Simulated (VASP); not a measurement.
Wanted: the native input for a VASP 6.6.1 run.

```yaml
Task: single point
Functional: LDA
Potentials_or_basis: VASP PAW LDA potentials, release 64 (Zn, S)
Cutoff: 520 eV
k_mesh: 6 × 6 × 4
Occupations: gaussian, width 0.01 eV
Spin: no spin polarisation
Dipole_correction: no
Further_INCAR_settings: ALGO = Normal; EDIFF = 1e-06; NBANDS = 26
```

The structure of ZnS lies in POSCAR:

```
ZnS
1.0
    3.7104426437      0.0000000000      0.0000000000
   -1.8552213218      3.2133375887      0.0000000000
    0.0000000000      0.0000000000      6.0998685985
Zn S
2 2
Direct
    0.3333333333      0.6666666667      0.0056984989
    0.6666666667      0.3333333333      0.5056984989
    0.3333333333      0.6666666667      0.3793015011
    0.6666666667      0.3333333333      0.8793015011
```

These files were run (other wordings do the same):

INCAR

```
  ALGO = Normal
  EDIFF = 1E-6
  ENCUT = 520
  ISIF = 2
  ISMEAR = 0
  LASPH = True
  LCHARG = False
  LREAL = False
  LWAVE = False
  NBANDS = 26
  NELM = 100
  PREC = Accurate
  SIGMA = 0.01
```

KPOINTS

```
k-points
0
Gamma
  6 6 4
```

Potentials or basis: VASP PAW LDA potentials, release 64 (Zn, S).

Launch:

```console
$ cat potpaw_LDA.64/Zn/POTCAR potpaw_LDA.64/S/POTCAR > POTCAR
$ mpirun -np 1 vasp_std > vasp.out
```

It gave:

```yaml
Pressure: 2.3 GPa
Band_gap_on_the_k_mesh: 2.33 eV, direct
```

It took 24 s on 1 thread of Intel(R) Xeon(R) Platinum 8488C (Sapphire Rapids) (shared host), peak memory 0.17 GiB.
